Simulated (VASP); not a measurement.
A run of VASP 6.6.1:

The input INCAR:

```
SYSTEM = Li
  PREC = Accurate
  ENCUT = 520
  EDIFF = 1E-6
  ISMEAR = -1
  SIGMA = 0.08
  LREAL = .False.
  LASPH = .True.
  NELM = 80
  ALGO = Normal
  ISIF = 2
  LWAVE = .False.
  LCHARG = .False.
  LDIPOL = .True.
  IDIPOL = 3
  DIPOL = 0.5 0.5 0.500
  GGA = PE
  NBANDS = 18
```

The input KPOINTS:

```
regular mesh
0
Gamma
  9 9 1
  0 0 0
```

POSCAR

```
Li
1.0
    4.8518899234      0.0000000000      0.0000000000
   -2.4259449617      4.2018599300      0.0000000000
    0.0000000000      0.0000000000     24.9519000000
Li
6
Direct
    0.1666666665      0.3333333335      0.4007702936
    0.5000000005      0.9999999995      0.4404621761
    0.8333333335      0.6666666665      0.4801540586
    0.1666666665      0.3333333335      0.5198459411
    0.5000000005      0.9999999995      0.5595378239
    0.8333333335      0.6666666665      0.5992297064
```

Potentials or basis: VASP PAW PBE potentials, release 64 (Li_sv).

Run with:

```sh
$ cat potpaw_PBE.64/Li_sv/POTCAR > POTCAR
$ mpirun -np 1 vasp_std > vasp.out
```

Hardware: 1 thread of Intel Xeon 8259CL, with other jobs on the host.

How long does it take, and how much memory?

Wall time 4.5 min on 1 thread of Intel Xeon 8259CL (shared host), peak memory 0.52 GiB. Counts: scf iterations 20, k points 12.
